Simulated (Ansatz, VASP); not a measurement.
**HfO2 in VASP and in Ansatz**

INCAR

```
SYSTEM = HfO2
  ALGO = Normal
  EDIFF = 1E-7
  EDIFFG = -0.01
  ENCUT = 600
  GGA = PE
  IBRION = 2
  ISIF = 3
  ISMEAR = 0
  LASPH = .TRUE.
  LCHARG = .FALSE.
  LREAL = .FALSE.
  LWAVE = .FALSE.
  NELM = 60
  NSW = 80
  PREC = Accurate
  SIGMA = 0.02
```

KPOINTS

```
k-points
0
G
  8 8 8
  0 0 0
```

File POSCAR:

```
HfO2
1.0
   -2.0101996118      2.0101996118      5.3190249481
    2.0101996118     -2.0101996118      5.3190249481
    2.0101996118      2.0101996118     -5.3190249481
Hf O
2 4
Direct
    0.0000000000      0.0000000000      0.0000000000
    0.7500000000      0.2500000000      0.5000000000
    0.9517408067      0.4517408067      0.5000000000
    0.2017408067      0.2017408067      0.0000000000
    0.5482591933      0.0482591933      0.5000000000
    0.7982591933      0.7982591933      0.0000000000
```

Input for Ansatz:

```yaml
crystal:
  lattice:
    - [-2.0101996118, 2.0101996118, 5.3190249481]
    - [2.0101996118, -2.0101996118, 5.3190249481]
    - [2.0101996118, 2.0101996118, -5.3190249481]
  atoms:
    - { symbol: Hf, position: [0.0, 0.0, 0.0] }
    - { symbol: Hf, position: [0.75, 0.25, 0.5] }
    - { symbol: O, position: [0.9517408067, 0.4517408067, 0.5] }
    - { symbol: O, position: [0.2017408067, 0.2017408067, 0.0] }
    - { symbol: O, position: [0.5482591933, 0.0482591933, 0.5] }
    - { symbol: O, position: [0.7982591933, 0.7982591933, 0.0] }
basis:
  ecutwfc: 420
kpoints:
  mp_grid: { grid: [8, 8, 8] }
hamiltonian:
  xc: pbe
scf:
  occupations: { method: gaussian, width: 0.02 }
output:
  forces: true
  stress: true
  eigenvalues: true
relax:
  adjacent_minimum: "off"
  f_tol: 0.01
  max_steps: 60
  cell: { stress_tol: 0.1 }
```

Alike in both runs: task relaxation of cell and atoms; functional PBE; k mesh 8 × 8 × 8; occupations gaussian, width 0.02 eV; no spin polarisation.

|  | VASP | Ansatz |
| --- | --- | --- |
| version | VASP 6.6.1 | Ansatz 0.2.0 |
| potentials or method | VASP PAW PBE potentials, release 64 (Hf_pv, O), cutoff 600 eV | scalar-relativistic, plane waves, PAW |
| valence electrons in the cell | 44 | 76 |

|  | VASP | Ansatz | Ansatz less VASP |
| --- | --- | --- | --- |
| gap on the k mesh at the Fermi level, each at its own relaxed structure (eV) | 4.45 | 4.42 | -0.030 |
| relaxed volume (Å³/atom) | 14.13 | 14.33 | +0.199 |
| relaxed cell length with the largest relative difference (Å) | 6.003 | 6.033 | +0.0293 |

VASP's potentials hold 44 valence electrons a cell and Ansatz's 76, so a difference there can come from the potentials and not from the codes.

Neither program's run includes spin-orbit coupling.
